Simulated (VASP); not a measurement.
# Ni in VASP: notebook

Ni is run at these levels: PBE, PBEsol, LDA; tasks: single point.

All numbers are computed with VASP 6.6.1; they aren't measurements. Logs are shortened: lines on timing, memory, paths and dates and some standing lists are left out, and cuts for length are marked.

### 1 The cell of the first run

Symmetry: Fm-3m, No. 225, cubic system. The conventional cell has a = 3.475 Å, b = 3.475 Å, c = 3.475 Å, α = 90.00°, β = 90.00°, γ = 90.00°. Ni (site symmetry m-3m) has 12 Ni at 2.46 Å within 3.2 Å.

### 2 Single point, PBE, collinear spin, ferromagnetic start

Contents of INCAR:

```
PREC = Accurate
ENCUT = 520
EDIFF = 1E-7
ISMEAR = 1
SIGMA = 0.1
LREAL = F
LASPH = T
NELM = 150
ALGO = Normal
ISIF = 2
LWAVE = F
LCHARG = F
ISPIN = 2
MAGMOM = 1
LORBIT = 11
LMAXMIX = 4
GGA = PE
NBANDS = 15
```

Contents of KPOINTS:

```
regular mesh
0
Gamma
  11 11 11
```

Contents of POSCAR:

```
Ni
1.0
    0.0000000000      1.7375729330      1.7375729330
    1.7375729330      0.0000000000      1.7375729330
    1.7375729330      1.7375729330      0.0000000000
Ni
1
Direct
    0.0000000000      0.0000000000      0.0000000000
```

Potentials or basis: VASP PAW PBE potentials, release 64 (Ni).

Command:

```bash
$ cat potpaw_PBE.64/Ni/POTCAR > POTCAR
$ mpirun -np 1 vasp_std > vasp.out
```

OUTCAR:

```text
PREC = Accurate
   ENCUT = 520
   EDIFF = 1E-7
   ISMEAR = 1
   LREAL = F
   LASPH = T
   NELM = 150
   ISIF = 2
   ISPIN = 2
   LORBIT = 11
   GGA = PE

 ion  position               nearest neighbor table
   1  0.000  0.000  0.000-

  LATTYP: Found a face centered cubic cell.
 ALAT       =     3.4751458660

  Lattice vectors:

 A1 = (   0.0000000000,   1.7375729330,   1.7375729330)
 A2 = (   1.7375729330,   0.0000000000,   1.7375729330)
 A3 = (   1.7375729330,   1.7375729330,   0.0000000000)

Analysis of symmetry for initial positions (statically):
=====================================================================
 Subroutine PRICEL returns:
 Original cell was already a primitive cell.

 Routine SETGRP: Setting up the symmetry group for a
 face centered cubic supercell.

 Subroutine GETGRP returns: Found 48 space group operations
 (whereof 48 operations were pure point group operations)
 out of a pool of 48 trial point group operations.

The static configuration has the point symmetry O_h .

Analysis of symmetry for dynamics (positions and initial velocities):
=====================================================================
 Subroutine PRICEL returns:
 Original cell was already a primitive cell.

 Routine SETGRP: Setting up the symmetry group for a
 face centered cubic supercell.

 Subroutine GETGRP returns: Found 48 space group operations
 (whereof 48 operations were pure point group operations)
 out of a pool of 48 trial point group operations.

The dynamic configuration has the point symmetry O_h .

Analysis of structural, dynamic, and magnetic symmetry:
=====================================================================
 Subroutine PRICEL returns:
 Original cell was already a primitive cell.

 Routine SETGRP: Setting up the symmetry group for a
 face centered cubic supercell.

 Subroutine GETGRP returns: Found 48 space group operations
 (whereof 48 operations were pure point group operations)
 out of a pool of 48 trial point group operations.

The overall configuration has the point symmetry O_h .

 Subroutine INISYM returns: Found 48 space group operations
 (whereof 48 operations are pure point group operations),
 and found     1 'primitive' translations

----------------------------------------------------------------------------------------

                                     Primitive cell

  volume of cell :      10.4920

  direct lattice vectors                    reciprocal lattice vectors
     0.000000000  1.737572933  1.737572933    -0.287757705  0.287757705  0.287757705
     1.737572933  0.000000000  1.737572933     0.287757705 -0.287757705  0.287757705
     1.737572933  1.737572933  0.000000000     0.287757705  0.287757705 -0.287757705

  length of vectors
     2.457299207  2.457299207  2.457299207     0.498410966  0.498410966  0.498410966

  position of ions in fractional coordinates (direct lattice)
     0.000000000  0.000000000  0.000000000

  ion indices of the primitive-cell ions
   primitive index   ion index
                 1           1

----------------------------------------------------------------------------------------

 KPOINTS: regular mesh

Automatic generation of k-mesh.
 Grid dimensions read from file:
 generate k-points for:   11   11   11

 Generating k-lattice:

  Cartesian coordinates                     Fractional coordinates (reciprocal lattice)
    -0.026159791  0.026159791  0.026159791     0.090909091  0.000000000  0.000000000
     0.026159791 -0.026159791  0.026159791     0.000000000  0.090909091  0.000000000
     0.026159791  0.026159791 -0.026159791     0.000000000  0.000000000  0.090909091

  Length of vectors
     0.045310088  0.045310088  0.045310088

  Shift w.r.t. Gamma in fractional coordinates (k-lattice)
     0.000000000  0.000000000  0.000000000

 Subroutine IBZKPT returns following result:
 ===========================================

 Found     56 irreducible k-points:

 Following reciprocal coordinates:
            Coordinates               Weight
  0.000000  0.000000  0.000000      1.000000
  0.090909  0.000000  0.000000      8.000000
  0.181818  0.000000  0.000000      8.000000
  0.272727  0.000000  0.000000      8.000000
  0.363636  0.000000  0.000000      8.000000
  0.454545  0.000000  0.000000      8.000000
[... 16 lines left out ...]
 -0.272727  0.181818  0.000000     24.000000
 -0.181818  0.181818  0.000000     12.000000
 [... further k-points ...]
   k-points           NKPTS =     56   k-points in BZ     NKDIM =     56   number of bands    NBANDS=     15
   number of dos      NEDOS =    301   number of ions     NIONS =      1
   total plane-waves  NPLWV =   5832
   dimension x,y,z NGX =    18 NGY =   18 NGZ =   18
   dimension x,y,z NGXF=    36 NGYF=   36 NGZF=   36
   ions per type =               1
   NGX,Y,Z   is equivalent  to a cutoff of  12.18, 12.18, 12.18 a.u.
   NGXF,Y,Z  is equivalent  to a cutoff of  24.36, 24.36, 24.36 a.u.
 SYSTEM =  unknown system
   PREC   = accura    normal or accurate (medium, high low for compatibility)
   ISTART =      0    job   : 0-new  1-cont  2-samecut
   ICHARG =      2    charge: 1-file 2-atom 10-const
   ISPIN  =      2    spin polarized calculation?
   LNONCOLLINEAR =      F non collinear calculations
   LSORBIT =      F    spin-orbit coupling
   LASPH  =      T    aspherical Exc in radial PAW
   ENCUT  =  520.0 eV  38.22 Ry    6.18 a.u.   4.57  4.57  4.57*2*pi/ulx,y,z
   NELM   =    150;   NELMIN=  2; NELMDL= -5     # of ELM steps
   EDIFF  = 0.1E-06   stopping-criterion for ELM
   LREAL  =      F    real-space projection
   EDIFFG = 0.1E-05   stopping-criterion for IOM
   NSW    =      0    number of steps for IOM
   IBRION =     -1    ionic relax: 0-MD 1-quasi-New 2-CG
   NFREE  =      0    steps in history (QN), initial steepest desc. (CG)
   ISIF   =      2    stress and relaxation
   ISYM   =      2    0-nonsym 1-usesym 2-fastsym
   POTIM  = 0.5000    time-step for ionic-motion
   TEBEG  =    0.0;   TEEND  =   0.0 temperature during run
   PSTRESS=    0.0 pullay stress
   NELECT =      10.0000    total number of electrons
   NUPDOWN=      -1.0000    fix difference up-down
   EMIN   =  10.00;   EMAX   =-10.00  energy-range for DOS
   EFERMI =   0.00;   METHOD = LEGACY
   ISMEAR =     1;   SIGMA  =   0.10  broadening in eV -4-tet -1-fermi 0-gaus
   EFERMI_NEDOS =   21; number of points for ismear=-14 and -15
   IALGO  =     38    algorithm
   IMIX   =      4    mixing-type and parameters
     AMIX     =   0.40;   BMIX     =  1.00
     AMIX_MAG =   1.60;   BMIX_MAG =  1.00
  volume/ion in A,a.u.               =      10.49        70.80
  Fermi-wavevector in a.u.,A,eV,Ry     =   1.611097  3.044533 35.315755  2.595635
  Thomas-Fermi vector in A             =   2.706542
   LORBIT       =     11    0 simple, 1 ext, 2 COOP (PROOUT), +10 PAW based schemes
   GGA     = PE    functional components
   LHFCALC =     F    Hartree Fock is set to
   AEXX    =    0.0000 exact exchange contribution
   IVDW    =     0    specifies the selected vdW correction
   LEPSILON=     F    determine dielectric tensor
   LRPA    =     F    only Hartree local field effects (RPA)
 spin polarized calculation
 Methfessel and Paxton  Order N= 1 SIGMA  =   0.10
  energy-cutoff  :      520.00
  volume of cell :       10.49
 maximum number of plane-waves:       295
   NGX =  9   NGY =  9   NGZ =  9

 number of electron      10.0000000 magnetization       1.0000000

 number of electron       9.9999998 magnetization       0.5684454

 Free energy of the ion-electron system (eV)
  ---------------------------------------------------
  ext. energy  EPLUGINS =         0.00000000
  ---------------------------------------------------
  free energy    TOTEN  =        -5.46289991 eV

  energy without entropy =       -5.46382028  energy(sigma->0) =       -5.46320670

 E-fermi :   9.9049     XC(G=0): -13.4707

 val. band max:        9.8581169312   @ k =   0.3636   0.1818   0.0000
 cond. band min:       9.9288089677   @ k =   0.4545   0.4545   0.0000
 fundamental gap:      0.0706920365
 Fermi energy:         9.9048851227

 spin component 1

 k-point     1 :       0.0000    0.0000    0.0000
  band No.  band energies     occupation
      1       0.6387      1.00000
      2       7.4037      1.00000
      3       7.4037      1.00000
      4       7.4037      1.00000
      5       8.6384      1.00000
      6       8.6384      1.00000
      7      33.9333      0.00000
      8      38.0837      0.00000
      9      38.0838      0.00000
     10      38.0838      0.00000
     11      41.1537      0.00000
     12      41.1537      0.00000
     13      41.1537      0.00000
     14      44.0171      0.00000
     15      50.7507      0.00000
[... 397 lines left out ...]
 k-point    24 :      -0.1818    0.1818    0.0000
  band No.  band energies     occupation
      1       3.7778      1.00000
      2       6.7765      1.00000
      3       7.5201      1.00000
      4       8.0617      1.00000
      5       8.1873      1.00000
      6       9.4356      1.00000
      7      25.6083      0.00000
      8      26.4541      0.00000
      9      36.4542      0.00000
     10      37.5731      0.00000
     11      39.5516      0.00000
     12      42.7144      0.00000
     13      43.5100      0.00000
     14      49.1125      0.00000
     15      52.2366      0.00000

 [... further k-points ...]

 spin component 2

 k-point     1 :       0.0000    0.0000    0.0000
  band No.  band energies     occupation
      1       0.5972      1.00000
      2       8.0964      1.00000
      3       8.0964      1.00000
      4       8.0964      1.00000
      5       9.1711      1.00000
      6       9.1711      1.00000
      7      33.7752      0.00000
      8      38.0511      0.00000
      9      38.0511      0.00000
     10      38.0511      0.00000
     11      41.2415      0.00000
     12      41.2415      0.00000
     13      41.2415      0.00000
     14      43.8908      0.00000
     15      50.9400      0.00000
[... 397 lines left out ...]
 k-point    24 :      -0.1818    0.1818    0.0000
  band No.  band energies     occupation
      1       3.7783      1.00000
      2       7.3905      1.00000
      3       8.0891      1.00000
      4       8.6934      1.00000
      5       8.7875      1.00000
      6      10.0575     -0.02645
      7      25.7403      0.00000
      8      26.5186      0.00000
      9      36.4171      0.00000
     10      37.6201      0.00000
     11      39.4593      0.00000
     12      42.7598      0.00000
     13      43.6048      0.00000
     14      49.2931      0.00000
     15      52.2100      0.00000

 [... further k-points ...]
[... 5 lines left out ...]
  --------------------------------------------------------------------------------------
  -------------------------------------------------------------------------------------
  Total        0.4858598      0.4858598      0.4858598      0.0000000      0.0000000     -0.0000000
  in kB       74.1929129     74.1929129     74.1929129      0.0000000      0.0000000     -0.0000000
  external PRESSURE =      74.1929129 kB  Pullay stress =       0.0000000 kB

 VOLUME and BASIS-vectors are now :
 -----------------------------------------------------------------------------
  energy-cutoff  :      520.00
  volume of cell :       10.49
      direct lattice vectors                 reciprocal lattice vectors
     0.000000000  1.737572933  1.737572933    -0.287757705  0.287757705  0.287757705
     1.737572933  0.000000000  1.737572933     0.287757705 -0.287757705  0.287757705
     1.737572933  1.737572933  0.000000000     0.287757705  0.287757705 -0.287757705

 POSITION                                       TOTAL-FORCE (eV/Angst)
 -----------------------------------------------------------------------------------
      0.00000      0.00000      0.00000         0.000000     -0.000000      0.000000
 -----------------------------------------------------------------------------------
    total drift:                                0.000000      0.000000     -0.000000

  FREE ENERGIE OF THE ION-ELECTRON SYSTEM (eV)
  ---------------------------------------------------
  free  energy   TOTEN  =        -5.4628999136 eV

  energy  without entropy=       -5.4638202846  energy(sigma->0) =       -5.46320670

 total charge

# of ion       s       p       d       tot
------------------------------------------
    1        0.512   0.531   8.334   9.377

 magnetization (x)

# of ion       s       p       d       tot
------------------------------------------
    1       -0.008  -0.027   0.613   0.578
```

Wall time 15 s (1 thread of Intel Xeon Platinum 8559C (Emerald Rapids), shared host); peak memory 0.13 GiB.

What came out:

```
Free energy                                           : -5.4629 eV
Pressure                                              : 7.4 GPa
Net moment                                            : 0.57 μB per cell
Site moments                                          : Ni +0.58 μB
Valence electrons inside the program's atomic spheres : Ni 9.38
```

Levels at points of the mesh, in eV from the Fermi level:
Spin up:
| k point | band 1 | band 2 | band 3 | band 4 | band 5 | band 6 | band 7 | band 8 | band 9 | band 10 |
| --- | --- | --- | --- | --- | --- | --- | --- | --- | --- | --- |
| (0.00, 0.00, 0.00) | -9.27 | -2.50 | -2.50 | -2.50 | -1.27 | -1.27 | 24.03 | 28.18 | 28.18 | 28.18 |
Spin down:
```tsv
k point	band 2	band 3	band 4	band 5	band 6	band 7	band 8	band 9
(0.00, 0.00, 0.00)	-1.81	-1.81	-1.81	-0.73	-0.73	23.87	28.15	28.15
```

### 3 Single point, PBEsol, collinear spin, ferromagnetic start

Contents of INCAR:

```
SYSTEM = Ni
ALGO = Fast
EDIFF = 1E-6
ENCUT = 520
GGA = PS
ISIF = 2
ISMEAR = 1
ISPIN = 2
LASPH = .TRUE.
LCHARG = .FALSE.
LMAXMIX = 4
LORBIT = 11
LREAL = .FALSE.
LWAVE = .FALSE.
MAGMOM = 1
NBANDS = 15
NELM = 150
PREC = Accurate
SIGMA = 0.1
```

Contents of KPOINTS:

```
k-points
0
G
  9 9 9
  0 0 0
```

Contents of POSCAR:

```
Ni
1.0
    0.0165500000      1.7572510000      1.7682390000
    1.7191180000      0.0163320000      1.7684570000
    1.7144740000      1.7528250000      0.0209760000
Ni
1
Direct
    0.0065090000      0.0114400000     -0.0328950000
```

Potentials or basis: VASP PAW PBE potentials, release 64 (Ni).

Command:

```bash
$ cat potpaw_PBE.64/Ni/POTCAR > POTCAR
$ mpirun -np 1 vasp_std > vasp.out
```

Wall time 70 s (1 thread of Intel Xeon Platinum 8559C (Emerald Rapids), shared host); peak memory 0.19 GiB.

The run converged. Its results:

```yaml
Free_energy: -6.1386 eV
Pressure: -3.4 GPa
Net_moment: 0.50 μB per cell
Site_moments: Ni +0.51 μB
Valence_electrons_inside_the_program's_atomic_spheres: Ni 9.38
```

Stress tensor (GPa, compression positive):
```
-1.35 -1.12 -1.86
-1.12 -4.01 -1.45
-1.86 -1.45 -4.91
```

Levels at points of the mesh, in eV from the Fermi level:
Spin up:
```
           k point  band 1  band 2  band 3  band 4  band 5  band 6  band 7  band 8  band 9  band 10
(0.00, 0.00, 0.00)   -9.29   -2.55   -2.45   -2.32   -1.28   -1.10   24.01   27.64   28.34    28.57
```
Spin down:
```
           k point  band 1  band 2  band 3  band 4  band 5  band 6  band 7  band 8
(0.00, 0.00, 0.00)   -9.32   -1.94   -1.84   -1.72   -0.81   -0.63   23.89   27.61
```

Caveat: the PAW data sets were made with another functional, which shifts forces and pressure a little.

### 4 Single point, LDA, collinear spin, ferromagnetic start (volume scaled by 0.94)

Contents of INCAR:

```
SYSTEM = Ni
PREC = Accurate
ENCUT = 520
EDIFF = 1E-6
ISMEAR = -1
SIGMA = 0.05
LREAL = .FALSE.
LASPH = .TRUE.
NELM = 150
ALGO = Fast
ISIF = 2
LWAVE = .FALSE.
LCHARG = .FALSE.
ISPIN = 2
MAGMOM = 1
LORBIT = 11
LMAXMIX = 4
GGA = CA
NBANDS = 15
```

Contents of KPOINTS:

```
Automatic mesh
0
G
  13 13 13
  0 0 0
```

Contents of POSCAR:

```
Ni
1.0
    0.0000000000      1.7021023080      1.7021023080
    1.7021023080      0.0000000000      1.7021023080
    1.7021023080      1.7021023080      0.0000000000
Ni
1
Direct
    0.0000000000      0.0000000000      0.0000000000
```

Potentials or basis: VASP PAW LDA potentials, release 64 (Ni).

Command:

```bash
$ cat potpaw_LDA.64/Ni/POTCAR > POTCAR
$ mpirun -np 1 vasp_std > vasp.out
```

Wall time 15 s (1 thread of Intel Xeon Platinum 8559C (Emerald Rapids), shared host); peak memory 0.13 GiB.

It converged, with:

```yaml
Free_energy: -6.5858 eV
Pressure: 4.5 GPa
Net_moment: 0.61 μB per cell
Site_moments: Ni +0.61 μB
Valence_electrons_inside_the_program's_atomic_spheres: Ni 9.51
```

Levels at points of the mesh, in eV from the Fermi level:
Spin up:
```csv
k point,band 2,band 3,band 4,band 5,band 6,band 7,band 8,band 9
"(0.00, 0.00, 0.00)",-2.62,-2.62,-2.62,-1.30,-1.30,24.60,29.14,29.14
```
Spin down:
| k point | band 1 | band 2 | band 3 | band 4 | band 5 | band 6 | band 7 | band 8 | band 9 | band 10 |
| --- | --- | --- | --- | --- | --- | --- | --- | --- | --- | --- |
| (0.00, 0.00, 0.00) | -9.63 | -2.00 | -2.00 | -2.00 | -0.72 | -0.72 | 24.60 | 29.20 | 29.20 | 29.20 |

### 5 Overview

```csv
level,potentials or basis,cell,k mesh,smearing,gap on the mesh (eV),pressure (GPa),moment (μB)
PBE,"VASP PAW PBE potentials, release 64 (Ni)","a = 2.457 Å, angles 60.0°, 1 atom",11 × 11 × 11,methfessel-paxton 0.1 eV,none,7.4,0.57
PBEsol,"VASP PAW PBE potentials, release 64 (Ni)","a = 2.493, b = 2.466, c = 2.452 Å, angles 60.1, 59.0, 58.8°, 1 atom",9 × 9 × 9,methfessel-paxton 0.1 eV,none,-3.4,0.50
LDA,"VASP PAW LDA potentials, release 64 (Ni)","a = 2.407 Å, angles 60.0°, 1 atom",13 × 13 × 13,fermi-dirac 0.05 eV,none,4.5,0.61
```

Alike in all rows: task single point; spin collinear, ferromagnetic start; cutoff (eV) 520.

Caveats: the PAW data sets were made with another functional, which shifts forces and pressure a little (some runs).

Total energies depend on the potentials used, so only differences within one code and one set of settings carry meaning.
